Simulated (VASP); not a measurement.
Crystal: PbS.

```
CELL_PARAMETERS angstrom
2.07995 -5.99130 0.00000
2.07995 5.99130 0.00000
0.00000 0.00000 4.27932
ATOMIC_POSITIONS crystal
Pb 0.13056 0.86944 0.25000
Pb 0.86944 0.13056 0.75000
S 0.35480 0.64520 0.25000
S 0.64520 0.35480 0.75000
```

Base run:

```yaml
Program: VASP 6.6.1
Functional: PBEsol-based global hybrid
Potentials_or_basis: VASP PAW PBE potentials, release 64 (Pb_d, S)
Cutoff: 520 eV
k_mesh: 4 × 4 × 4
Occupations: fermi-dirac, width 0.05 eV
Spin: no spin polarisation
```

Its results: band gap on the k mesh 2.41 eV, indirect (least direct gap 2.87 eV); pressure -2.6 GPa; largest force 0.201 eV/Å.

**Question.** After a change of settings the same cell gave: band gap on the k mesh 1.34 eV, indirect (least direct gap 1.52 eV); pressure 2.9 GPa; largest force 0.134 eV/Å. Which change was it?
A. functional from PBEsol-based global hybrid to RPBE; k mesh from 4 × 4 × 4 to 7 × 7 × 6
B. functional from PBEsol-based global hybrid to PBEsol; k mesh from 4 × 4 × 4 to 5 × 5 × 4
C. k mesh from 4 × 4 × 4 to 4 × 4 × 3; further incar settings from ALGO = Normal; EDIFF = 1e-07; NBANDS = 28 to ALGO = Normal; EDIFF = 1e-06; NBANDS = 28

**Answer.** A.

Caveats: the PAW data sets were made with another functional, which shifts forces and pressure a little; spin-orbit coupling is left out, which moves the levels of the heavy elements.
